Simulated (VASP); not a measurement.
A run of VASP 6.6.1 is set up as follows.

The input POSCAR:

```
AlAs
1.0
    0.0000000000      2.8315299395      2.8315299395
    2.8315299395      0.0000000000      2.8315299395
    2.8315299395      2.8315299395      0.0000000000
Al As
1 1
Direct
    0.0000000000      0.0000000000      0.0000000000
    0.2500000000      0.2500000000      0.2500000000
```

Contents of INCAR.step1:

```
SYSTEM = AlAs
PREC = Accurate
ENCUT = 550
ISMEAR = 0
SIGMA = 0.02
LREAL = .False.
LASPH = .True.
NELM = 120
NBANDS = 11
GGA = PE
ALGO = Normal
EDIFF = 1E-5
LWAVE = .True.
LCHARG = .False.
GGA_COMPAT = .False.
```

INCAR.step2

```
SYSTEM = AlAs
PREC = Accurate
ENCUT = 550
EDIFF = 1E-6
ISMEAR = 0
SIGMA = 0.02
LREAL = .False.
LASPH = .True.
NELM = 120
ALGO = Normal
ISIF = 2
LWAVE = .False.
LCHARG = .False.
METAGGA = R2SCAN
LMIXTAU = .True.
LUSE_VDW = .True.
IVDW_NL = 2
BPARAM = 11.95
CPARAM = 0.0093
NBANDS = 11
ISTART = 1
GGA_COMPAT = .False.
```

File KPOINTS:

```
regular mesh
0
Gamma
  8 8 8
  0 0 0
```

Potentials or basis: VASP PAW PBE potentials, release 64 (Al, As).

Command:

```sh
$ cat potpaw_PBE.64/Al/POTCAR potpaw_PBE.64/As/POTCAR > POTCAR
$ cp INCAR.step1 INCAR
$ mpirun -np 1 vasp_std > vasp.out
$ cp INCAR.step2 INCAR
$ mpirun -np 1 vasp_std > vasp.out
```

What does it give for the pressure?

0.1 GPa.

Predict the band gap on the k mesh.

1.74 eV, indirect (least direct gap 2.67 eV).

Caveat: the PAW data sets were made with another functional, which shifts forces and pressure a little. A k mesh can miss the band edges.
